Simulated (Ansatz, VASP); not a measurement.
# One calculation of BiTe, two programs

POSCAR

```
BiTe
1.0
    0.0000000000      3.2350000000      3.2350000000
    3.2350000000      0.0000000000      3.2350000000
    3.2350000000      3.2350000000      0.0000000000
Bi Te
1 1
Direct
    0.0000000000      0.0000000000      0.0000000000
    0.5000000000      0.5000000000      0.5000000000
```

INCAR.step1

```
  PREC = Accurate
  ENCUT = 520
  ISMEAR = -1
  SIGMA = 0.05
  LREAL = False
  LASPH = True
  NELM = 150
  LNONCOLLINEAR = True
  MAGMOM = 0 0 0 0 0 0
  LSORBIT = True
  GGA_COMPAT = False
  NBANDS = 33
  GGA = PE
  ALGO = Normal
  EDIFF = 1E-4
  LWAVE = True
  LCHARG = False
```

The input INCAR.step2:

```
  PREC = Accurate
  ENCUT = 520
  EDIFF = 1E-7
  ISMEAR = -1
  SIGMA = 0.05
  LREAL = False
  LASPH = True
  NELM = 150
  ALGO = Normal
  ISIF = 2
  LWAVE = False
  LCHARG = False
  LNONCOLLINEAR = True
  MAGMOM = 0 0 0 0 0 0
  LORBIT = 11
  LSORBIT = True
  GGA_COMPAT = False
  LORBMOM = True
  METAGGA = R2SCAN
  LMIXTAU = True
  NBANDS = 33
  ISTART = 1
```

KPOINTS

```
regular mesh
0
Gamma
  7 7 7
```

input.yaml

```yaml
crystal:
  lattice:
    - [0.0, 3.235, 3.235]
    - [3.235, 0.0, 3.235]
    - [3.235, 3.235, 0.0]
  atoms:
    - { symbol: Bi, position: [0.0, 0.0, 0.0] }
    - { symbol: Te, position: [0.5, 0.5, 0.5] }
hamiltonian:
  xc: r2scan
  pseudopotentials: { kind: paw_fr }
magnetization:
  noncollinear: true
  spin_orbit: true
kpoints:
  mp_grid: { grid: [7, 7, 7] }
  band_path:
    path:
      - [[0.0, 0.0, 0.0], [0.5, 0.0, 0.5], [0.5, 0.25, 0.75], [0.375, 0.375, 0.75], [0.0, 0.0, 0.0], [0.5, 0.5, 0.5], [0.625, 0.25, 0.625], [0.5, 0.25, 0.75], [0.5, 0.5, 0.5], [0.375, 0.375, 0.75]]
      - [[0.625, 0.25, 0.625], [0.5, 0.0, 0.5]]
    npoints: 14
scf:
  occupations: { method: fermi_dirac, width: 0.05 }
  n_extra_bands: 6
output:
  forces: true
  stress: true
  eigenvalues: true
  fatbands: false
```

Alike in both runs: functional r2SCAN; k mesh 7 × 7 × 7; occupations fermi-dirac, width 0.05 eV; non-collinear spin, spin-orbit coupling.

|  | VASP | Ansatz |
| --- | --- | --- |
| version | VASP 6.6.1 | Ansatz 0.2.0 |
| potentials or method | VASP PAW PBE potentials, release 64 (Bi_d, Te) | Ansatz PAW |
| plane-wave cutoff (eV) | 520 | 500 |
| valence electrons in the cell | 21 | 31 |
| task | single point | band structure |

Ansatz gave:

- pressure (GPa): 1.5

What did VASP give for the same quantities?

Pressure (GPa): 1.3.

VASP's potentials were made for PBE, not for r2SCAN. VASP's potentials hold 21 valence electrons a cell and Ansatz's 31, so a difference there can come from the potentials and not from the codes.
